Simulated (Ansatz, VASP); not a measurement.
One calculation of Li, two programs

Contents of INCAR:

```
SYSTEM = Li
ALGO     = Normal         ! electronic algorithm
EDIFF    = 1E-6           ! SCF threshold, eV
ENCUT    = 750            ! plane-wave cutoff, eV
GGA      = PE             ! functional
GGA_COMPAT= .False.      
ISIF     = 2              ! what is computed and relaxed
ISMEAR   = -1             ! smearing method
LASPH    = .True.         ! aspherical terms in the spheres
LCHARG   = .False.        ! write CHGCAR
LREAL    = .False.        ! projectors in reciprocal space
LWAVE    = .False.        ! write WAVECAR
NBANDS   = 14             ! bands
NELM     = 120            ! most SCF steps
PREC     = Accurate       ! precision mode
SIGMA    = 0.15           ! smearing width, eV
```

The input KPOINTS:

```
k-points
0
Gamma
  6 6 6
  0 0 0
```

The input POSCAR:

```
Li
1.0
    4.4544400000      0.0000000000      0.0000000000
    0.0000000000      4.4544400000      0.0000000000
    0.0000000000      0.0000000000      4.4544400000
Li
4
Direct
    0.8745700000      0.1254300000      0.6254300000
    0.3745700000      0.3745700000      0.3745700000
    0.1254300000      0.6254300000      0.8745700000
    0.6254300000      0.8745700000      0.1254300000
```

Input for Ansatz:

```yaml
crystal:
  lattice:
    - [4.45444, 0.0, 0.0]
    - [0.0, 4.45444, 0.0]
    - [0.0, 0.0, 4.45444]
  atoms:
    - { symbol: Li, position: [0.87457, 0.12543, 0.62543] }
    - { symbol: Li, position: [0.37457, 0.37457, 0.37457] }
    - { symbol: Li, position: [0.12543, 0.62543, 0.87457] }
    - { symbol: Li, position: [0.62543, 0.87457, 0.12543] }
kpoints:
  mp_grid:
    grid: [6, 6, 6]
hamiltonian:
  xc: pbe
scf:
  occupations:
    method: fermi_dirac
    width: 0.15
output:
  forces: true
  stress: true
```

Alike in both runs: task single point; functional PBE; k mesh 6 × 6 × 6; occupations fermi-dirac, width 0.15 eV; no spin polarisation.

|  | VASP | Ansatz |
| --- | --- | --- |
| version | VASP 6.6.1 | Ansatz 0.2.0 |
| potentials or method | VASP PAW PBE potentials, release 64 (Li_sv) | plane waves, PAW |
| plane-wave cutoff (eV) | 750 | 420 |
| valence electrons in the cell | 12 | 12 |

|  | VASP | Ansatz | Ansatz less VASP |
| --- | --- | --- | --- |
| pressure (GPa) | 0.0 | 0.1 | +0.12 |
